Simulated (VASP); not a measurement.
Set up this calculation in VASP 6.6.1, as the native input.

```
Task                   : single point
Functional             : PBE
Potentials or basis    : VASP PAW PBE potentials, release 64 (Zr_sv, Ti_sv, N)
Cutoff                 : 520 eV
k mesh                 : 8 × 8 × 8
Occupations            : gaussian, width 0.1 eV
Spin                   : no spin polarisation
Dipole correction      : no
Further INCAR settings : ALGO = Normal; EDIFF = 1e-06; NBANDS = 44
```

The structure of Zr3TiN4 lies in POSCAR:

```
Zr3TiN4
1.0
    4.3871725548      0.0000000000      0.0000000000
    0.0000000000      4.3871725548      0.0000000000
    0.0000000000      0.0000000000      4.3871725548
Zr Ti N
3 1 4
Direct
    0.0000000000      0.0000000000      0.5000000000
    0.5000000000      0.0000000000      0.0000000000
    0.0000000000      0.5000000000      0.0000000000
    0.5000000000      0.5000000000      0.5000000000
    0.5000000000      0.5000000000      0.0000000000
    0.0000000000      0.5000000000      0.5000000000
    0.5000000000      0.0000000000      0.5000000000
    0.0000000000      0.0000000000      0.0000000000
```

One way to write it, as run:

INCAR

```
SYSTEM = Zr3TiN4
ALGO = Normal
EDIFF = 1E-6
ENCUT = 520
GGA = PE
ISIF = 2
ISMEAR = 0
LASPH = .TRUE.
LCHARG = .FALSE.
LREAL = .FALSE.
LWAVE = .FALSE.
NBANDS = 44
NELM = 100
PREC = Accurate
SIGMA = 0.1
```

KPOINTS

```
k-points
0
G
  8 8 8
  0 0 0
```

Potentials or basis: VASP PAW PBE potentials, release 64 (Zr_sv, Ti_sv, N).

The run is started by

```bash
$ cat potpaw_PBE.64/Zr_sv/POTCAR potpaw_PBE.64/Ti_sv/POTCAR potpaw_PBE.64/N/POTCAR > POTCAR
$ mpirun -np 1 vasp_std > vasp.out
```

It gave:

- Pressure: 29.4 GPa
- Band gap on the k mesh: zero (bands 34 and 35 overlap by 4.16 eV)

Caveat: the cell stands under pressure.

Run time: 88 s on 1 thread of Intel(R) Xeon(R) 6975P-C (Granite Rapids), on a shared host, peak memory 0.26 GiB.
